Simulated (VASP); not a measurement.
MgCd2SO2, 6 atoms in the cell. Symmetry: P4/mmm, No. 123, tetragonal system. Conventional cell: a = 4.278 Å, b = 4.278 Å, c = 5.436 Å, α = 90.00°, β = 90.00°, γ = 90.00°. Within 3.6 Å of Mg (site symmetry 4/mmm) lie 2 S at 2.72 Å and 8 Cd at 3.31 Å and 8 O at 3.46 Å. Within 3.4 Å of Cd (site symmetry 4mm) lie 4 O at 2.55 Å and 2 Cd at 2.68 to 2.76 Å and 4 Mg at 3.31 Å and 4 S at 3.32 Å. Within 2.8 Å of S (site symmetry 4/mmm) lie 4 O at 2.14 Å and 2 Mg at 2.72 Å. Within 2.8 Å of O (site symmetry mmm) lie 2 S at 2.14 Å and 4 Cd at 2.55 Å. 

- Program: VASP 6.6.1
- Task: single point
- Functional: PBE
- Potentials or basis: VASP PAW PBE potentials, release 64 (Mg, Cd, S, O)
- Cutoff: 520 eV
- k mesh: 4 × 4 × 4
- Occupations: gaussian, width 0.1 eV
- Spin: collinear spin, ferromagnetic start
- Starting moments: [0.0, 0.0, 0.0, 0.0, 1.0, 1.0] μB
- Dipole correction: no
- Further INCAR settings: ALGO = Normal; EDIFF = 1e-06; NBANDS = 35

Potentials or basis: VASP PAW PBE potentials, release 64 (Mg, Cd, S, O).

The run is started by

```console
$ cat potpaw_PBE.64/Mg/POTCAR potpaw_PBE.64/Cd/POTCAR potpaw_PBE.64/S/POTCAR potpaw_PBE.64/O/POTCAR > POTCAR
$ mpirun -np 1 vasp_std > vasp.out
```

Hardware: 1 thread of AMD EPYC 9R45 96-Core Processor (Zen 5), with other jobs on the host.

Problem. How long does it take, and how much memory?

Solution. Run time: 40 s on 1 thread of AMD EPYC 9R45 96-Core Processor (Zen 5), on a shared host, peak memory 0.25 GiB. Counts: scf iterations 14, k points 18.
